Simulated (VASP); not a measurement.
# RbBr (Fm-3m) in VASP: single point with r2SCAN

Aim: the single point of RbBr with r2SCAN.

All numbers are computed with VASP 6.6.1; they aren't measurements. Logs are shortened: lines on timing, memory, paths and dates and some standing lists are left out, and cuts for length are marked.

## Step 1: The cell of the first run

The structure is cubic, space group Fm-3m (No. 225). Conventional cell: a = 6.806 Å, b = 6.806 Å, c = 6.806 Å, α = 90.00°, β = 90.00°, γ = 90.00°. Rb (site symmetry m-3m) has 6 Br at 3.40 Å within 4.5 Å. Br (site symmetry m-3m) has 6 Rb at 3.40 Å within 4.5 Å.

## Step 2: Single point, r2SCAN

POSCAR

```
RbBr
1.0
    0.0000000000      3.4030724700      3.4030724700
    3.4030724700      0.0000000000      3.4030724700
    3.4030724700      3.4030724700      0.0000000000
Rb Br
1 1
Direct
    0.0000000000      0.0000000000      0.0000000000
    0.5000000000      0.5000000000      0.5000000000
```

INCAR.step1

```
SYSTEM = RbBr
ALGO = Normal
EDIFF = 1E-4
ENCUT = 520
GGA = PE
ISMEAR = -1
LASPH = .True.
LCHARG = .False.
LREAL = .False.
LWAVE = .True.
NBANDS = 15
NELM = 80
PREC = Accurate
SIGMA = 0.1
```

INCAR.step2

```
SYSTEM = RbBr
ALGO = Normal
EDIFF = 1E-6
ENCUT = 520
ISIF = 2
ISMEAR = -1
ISTART = 1
LASPH = .True.
LCHARG = .False.
LMIXTAU = .True.
LREAL = .False.
LWAVE = .False.
METAGGA = R2SCAN
NBANDS = 15
NELM = 80
PREC = Accurate
SIGMA = 0.1
```

KPOINTS

```
k-points
0
Gamma
  7 7 7
  0 0 0
```

Potentials or basis: VASP PAW PBE potentials, release 64 (Rb_sv, Br).

Command:

```bash
cat potpaw_PBE.64/Rb_sv/POTCAR potpaw_PBE.64/Br/POTCAR > POTCAR
cp INCAR.step1 INCAR
mpirun -np 1 vasp_std > vasp.out
cp INCAR.step2 INCAR
mpirun -np 1 vasp_std > vasp.out
```

OUTCAR:

```text
SYSTEM = RbBr
   EDIFF = 1E-6
   ENCUT = 520
   ISIF = 2
   ISMEAR = -1
   ISTART = 1
   LASPH = .True.
   LREAL = .False.
   METAGGA = R2SCAN
   NELM = 80
   PREC = Accurate

 ion  position               nearest neighbor table
   1  0.000  0.000  0.000-   2 3.40   2 3.40   2 3.40   2 3.40   2 3.40   2 3.40
   2  0.500  0.500  0.500-   1 3.40   1 3.40   1 3.40   1 3.40   1 3.40   1 3.40

  LATTYP: Found a face centered cubic cell.
 ALAT       =     6.8061449400

  Lattice vectors:

 A1 = (   0.0000000000,   3.4030724700,   3.4030724700)
 A2 = (   3.4030724700,   0.0000000000,   3.4030724700)
 A3 = (   3.4030724700,   3.4030724700,   0.0000000000)

Analysis of symmetry for initial positions (statically):
=====================================================================
 Subroutine PRICEL returns:
 Original cell was already a primitive cell.

 Routine SETGRP: Setting up the symmetry group for a
 face centered cubic supercell.

 Subroutine GETGRP returns: Found 48 space group operations
 (whereof 48 operations were pure point group operations)
 out of a pool of 48 trial point group operations.

The static configuration has the point symmetry O_h .

Analysis of symmetry for dynamics (positions and initial velocities):
=====================================================================
 Subroutine PRICEL returns:
 Original cell was already a primitive cell.

 Routine SETGRP: Setting up the symmetry group for a
 face centered cubic supercell.

 Subroutine GETGRP returns: Found 48 space group operations
 (whereof 48 operations were pure point group operations)
 out of a pool of 48 trial point group operations.

The dynamic configuration has the point symmetry O_h .

 Subroutine INISYM returns: Found 48 space group operations
 (whereof 48 operations are pure point group operations),
 and found     1 'primitive' translations

----------------------------------------------------------------------------------------

                                     Primitive cell

  volume of cell :      78.8213

  direct lattice vectors                    reciprocal lattice vectors
     0.000000000  3.403072470  3.403072470    -0.146926051  0.146926051  0.146926051
     3.403072470  0.000000000  3.403072470     0.146926051 -0.146926051  0.146926051
     3.403072470  3.403072470  0.000000000     0.146926051  0.146926051 -0.146926051

  length of vectors
     4.812671241  4.812671241  4.812671241     0.254483386  0.254483386  0.254483386

  position of ions in fractional coordinates (direct lattice)
     0.000000000  0.000000000  0.000000000
     0.500000000  0.500000000  0.500000000

  ion indices of the primitive-cell ions
   primitive index   ion index
                 1           1
                 2           2

----------------------------------------------------------------------------------------

 KPOINTS: k-points

Automatic generation of k-mesh.
 Grid dimensions read from file:
 generate k-points for:    7    7    7

 Generating k-lattice:

  Cartesian coordinates                     Fractional coordinates (reciprocal lattice)
    -0.020989436  0.020989436  0.020989436     0.142857143  0.000000000  0.000000000
     0.020989436 -0.020989436  0.020989436     0.000000000  0.142857143  0.000000000
     0.020989436  0.020989436 -0.020989436     0.000000000  0.000000000  0.142857143

  Length of vectors
     0.036354769  0.036354769  0.036354769

  Shift w.r.t. Gamma in fractional coordinates (k-lattice)
     0.000000000  0.000000000  0.000000000

 Subroutine IBZKPT returns following result:
 ===========================================

 Found     20 irreducible k-points:

 Following reciprocal coordinates:
            Coordinates               Weight
  0.000000  0.000000  0.000000      1.000000
  0.142857  0.000000  0.000000      8.000000
  0.285714  0.000000  0.000000      8.000000
  0.428571  0.000000  0.000000      8.000000
  0.142857  0.142857  0.000000      6.000000
  0.285714  0.142857  0.000000     24.000000
[... 12 lines left out ...]
 -0.428571  0.428571  0.142857     24.000000
 -0.285714  0.428571  0.142857     24.000000
   k-points           NKPTS =     20   k-points in BZ     NKDIM =     20   number of bands    NBANDS=     15
   number of dos      NEDOS =    301   number of ions     NIONS =      2
   total plane-waves  NPLWV =  46656
   dimension x,y,z NGX =    36 NGY =   36 NGZ =   36
   dimension x,y,z NGXF=    72 NGYF=   72 NGZF=   72
   ions per type =               1   1
   NGX,Y,Z   is equivalent  to a cutoff of  12.44, 12.44, 12.44 a.u.
   NGXF,Y,Z  is equivalent  to a cutoff of  24.87, 24.87, 24.87 a.u.
 SYSTEM =  RbBr
   PREC   = accura    normal or accurate (medium, high low for compatibility)
   ISTART =      1    job   : 0-new  1-cont  2-samecut
   ICHARG =      0    charge: 1-file 2-atom 10-const
   ISPIN  =      1    spin polarized calculation?
   LNONCOLLINEAR =      F non collinear calculations
   LSORBIT =      F    spin-orbit coupling
   LASPH  =      T    aspherical Exc in radial PAW
   ENCUT  =  520.0 eV  38.22 Ry    6.18 a.u.   8.95  8.95  8.95*2*pi/ulx,y,z
   NELM   =     80;   NELMIN=  2; NELMDL=  0     # of ELM steps
   EDIFF  = 0.1E-05   stopping-criterion for ELM
   LREAL  =      F    real-space projection
   EDIFFG = 0.1E-04   stopping-criterion for IOM
   NSW    =      0    number of steps for IOM
   IBRION =     -1    ionic relax: 0-MD 1-quasi-New 2-CG
   NFREE  =      0    steps in history (QN), initial steepest desc. (CG)
   ISIF   =      2    stress and relaxation
   ISYM   =      2    0-nonsym 1-usesym 2-fastsym
   POTIM  = 0.5000    time-step for ionic-motion
   TEBEG  =    0.0;   TEEND  =   0.0 temperature during run
   PSTRESS=    0.0 pullay stress
   NELECT =      16.0000    total number of electrons
   NUPDOWN=      -1.0000    fix difference up-down
   EMIN   =  10.00;   EMAX   =-10.00  energy-range for DOS
   EFERMI =   0.00;   METHOD = LEGACY
   ISMEAR =    -1;   SIGMA  =   0.10  broadening in eV -4-tet -1-fermi 0-gaus
   EFERMI_NEDOS =   21; number of points for ismear=-14 and -15
   IALGO  =     38    algorithm
   IMIX   =      4    mixing-type and parameters
     AMIX     =   0.40;   BMIX     =  1.00
     AMIX_MAG =   1.60;   BMIX_MAG =  1.00
  volume/ion in A,a.u.               =      39.41       265.96
  Fermi-wavevector in a.u.,A,eV,Ry     =   0.962130  1.818162 12.594826  0.925694
  Thomas-Fermi vector in A             =   2.091562
   LORBIT       =      0    0 simple, 1 ext, 2 COOP (PROOUT), +10 PAW based schemes
   METAGGA = R2SCAN    functional components
   LHFCALC =     F    Hartree Fock is set to
   AEXX    =    0.0000 exact exchange contribution
   IVDW    =     0    specifies the selected vdW correction
   LEPSILON=     F    determine dielectric tensor
   LRPA    =     F    only Hartree local field effects (RPA)
 non-spin polarized calculation
  energy-cutoff  :      520.00
  volume of cell :       78.82
 maximum number of plane-waves:      2137
   NGX = 17   NGY = 17   NGZ = 17

 number of electron      16.0000002 magnetization

 Free energy of the ion-electron system (eV)
  ---------------------------------------------------
  ext. energy  EPLUGINS =         0.00000000
  ---------------------------------------------------
  free energy    TOTEN  =       -31.14458145 eV

  energy without entropy =      -31.14458145  energy(sigma->0) =      -31.14458145

 E-fermi :   0.2664     XC(G=0):  -7.7229

 val. band max:       -2.0776248819   @ k =   0.0000   0.0000   0.0000
 cond. band min:       2.9476780513   @ k =   0.0000   0.0000   0.0000
 fundamental gap:      5.0253029332
 Fermi energy:         0.2663928805

 k-point     1 :       0.0000    0.0000    0.0000
  band No.  band energies     occupation
      1     -27.1894      2.00000
      2     -14.7127      2.00000
      3     -10.7205      2.00000
      4     -10.7205      2.00000
      5     -10.7205      2.00000
      6      -2.0776      2.00000
      7      -2.0776      2.00000
      8      -2.0776      2.00000
      9       2.9477      0.00000
     10       5.8048      0.00000
     11       5.8048      0.00000
     12       5.8048      0.00000
     13       6.8902      0.00000
     14       6.8902      0.00000
     15       9.3152      0.00000

 k-point     2 :       0.1429    0.0000    0.0000
  band No.  band energies     occupation
      1     -27.1874      2.00000
      2     -14.7218      2.00000
      3     -10.7217      2.00000
      4     -10.7217      2.00000
      5     -10.7090      2.00000
      6      -2.3108      2.00000
      7      -2.1517      2.00000
      8      -2.1517      2.00000
      9       3.4363      0.00000
     10       5.6501      0.00000
     11       6.0625      0.00000
     12       6.0625      0.00000
     13       7.2109      0.00000
     14       7.2109      0.00000
     15      10.1493      0.00000

 k-point     3 :       0.2857    0.0000    0.0000
  band No.  band energies     occupation
      1     -27.1827      2.00000
      2     -14.7421      2.00000
      3     -10.7244      2.00000
      4     -10.7244      2.00000
      5     -10.6832      2.00000
      6      -2.7489      2.00000
      7      -2.3096      2.00000
      8      -2.3096      2.00000
      9       4.4883      0.00000
     10       5.6654      0.00000
     11       6.7973      0.00000
     12       6.7973      0.00000
     13       8.0609      0.00000
     14       8.0609      0.00000
     15      10.9134      0.00000
[... 271 lines left out ...]
 k-point    19 :      -0.4286    0.4286    0.1429
  band No.  band energies     occupation
      1     -27.1759      2.00000
      2     -14.6821      2.00000
      3     -10.8687      2.00000
      4     -10.8166      2.00000
      5     -10.7335      2.00000
      6      -2.6031      2.00000
      7      -2.4144      2.00000
      8      -2.3160      2.00000
      9       4.5626      0.00000
     10       6.1375      0.00000
     11       7.1297      0.00000
     12       8.1675      0.00000
     13       8.5676      0.00000
     14       9.3405      0.00000
     15       9.9257      0.00000

 k-point    20 :      -0.2857    0.4286    0.1429
  band No.  band energies     occupation
      1     -27.1755      2.00000
      2     -14.6909      2.00000
      3     -10.8663      2.00000
      4     -10.8225      2.00000
      5     -10.7025      2.00000
      6      -2.6260      2.00000
      7      -2.4590      2.00000
      8      -2.3994      2.00000
      9       5.2072      0.00000
     10       5.9344      0.00000
     11       7.2194      0.00000
     12       7.5067      0.00000
     13       9.1338      0.00000
     14       9.4689      0.00000
     15      10.3161      0.00000

------------------------ aborting loop because EDIFF is reached ----------------------------------------

  FORCE on cell =-STRESS in cart. coord.  units (eV):
  Direction    XX          YY          ZZ          XY          YZ          ZX
  --------------------------------------------------------------------------------------
  -------------------------------------------------------------------------------------
  Total        0.4043452      0.4043452      0.4043452      0.0000000     -0.0000000     -0.0000000
  in kB        8.2190059      8.2190059      8.2190059      0.0000000     -0.0000000     -0.0000000
  external PRESSURE =       8.2190059 kB  Pullay stress =       0.0000000 kB

 VOLUME and BASIS-vectors are now :
 -----------------------------------------------------------------------------
  energy-cutoff  :      520.00
  volume of cell :       78.82
      direct lattice vectors                 reciprocal lattice vectors
     0.000000000  3.403072470  3.403072470    -0.146926051  0.146926051  0.146926051
     3.403072470  0.000000000  3.403072470     0.146926051 -0.146926051  0.146926051
     3.403072470  3.403072470  0.000000000     0.146926051  0.146926051 -0.146926051

 POSITION                                       TOTAL-FORCE (eV/Angst)
 -----------------------------------------------------------------------------------
      0.00000      0.00000      0.00000        -0.000000     -0.000000     -0.000000
      3.40307      3.40307      3.40307         0.000000      0.000000      0.000000
 -----------------------------------------------------------------------------------
    total drift:                                0.000000      0.000000      0.000000

  FREE ENERGIE OF THE ION-ELECTRON SYSTEM (eV)
  ---------------------------------------------------
  free  energy   TOTEN  =       -31.1445814537 eV

  energy  without entropy=      -31.1445814536  energy(sigma->0) =      -31.14458145
```

It took 2.9 min on 1 thread of AMD EPYC 7R43 (Zen 3), shared host; peak memory 0.18 GiB.

Results:

```yaml
Free_energy: -31.1446 eV
Pressure: 0.8 GPa
Band_gap_on_the_k_mesh: 5.03 eV
```

Caveat: the PAW data sets were made with another functional, which shifts forces and pressure a little; an odd mesh through Γ misses points on the zone boundary, where band edges can lie.
